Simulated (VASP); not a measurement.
**Au: single point with PBE**

The system is Au.

```
CELL_PARAMETERS angstrom
2.74784 0.00000 0.00000
0.00000 2.74784 0.00000
0.00000 0.00000 2.74784
ATOMIC_POSITIONS crystal
Au 0.00000 0.00000 0.00000
```

- Program: VASP 6.6.1
- Task: single point
- Functional: PBE
- Potentials or basis: VASP PAW PBE potentials, release 64 (Au)
- Cutoff: 520 eV
- k mesh: 12 × 12 × 12
- Occupations: fermi-dirac, width 0.08 eV
- Spin: no spin polarisation

```
Pressure : -0.2 GPa
```

Levels at points of the mesh, in eV from the Fermi level:
| k point | band 2 | band 3 | band 4 | band 5 | band 6 | band 7 | band 8 | band 9 |
| --- | --- | --- | --- | --- | --- | --- | --- | --- |
| (0.00, 0.00, 0.00) | -5.62 | -5.62 | -1.45 | -1.45 | -1.45 | 13.83 | 13.83 | 13.83 |
| (0.50, 0.00, 0.00) | -5.22 | -2.87 | -2.87 | -1.32 | -0.43 | 2.03 | 16.32 | 18.42 |
| (0.50, 0.50, 0.00) | -4.88 | -2.62 | -2.62 | -0.32 | 3.84 | 3.84 | 6.37 | 11.44 |
| (0.50, 0.50, 0.50) | -4.89 | -4.89 | -0.22 | -0.22 | 8.40 | 8.40 | 8.40 | 10.16 |

It took 17 s on 1 thread of Intel Xeon 8259CL, with other jobs on the host, peak memory 0.14 GiB.

Caveat: spin-orbit coupling is left out, which moves the levels of the heavy elements.
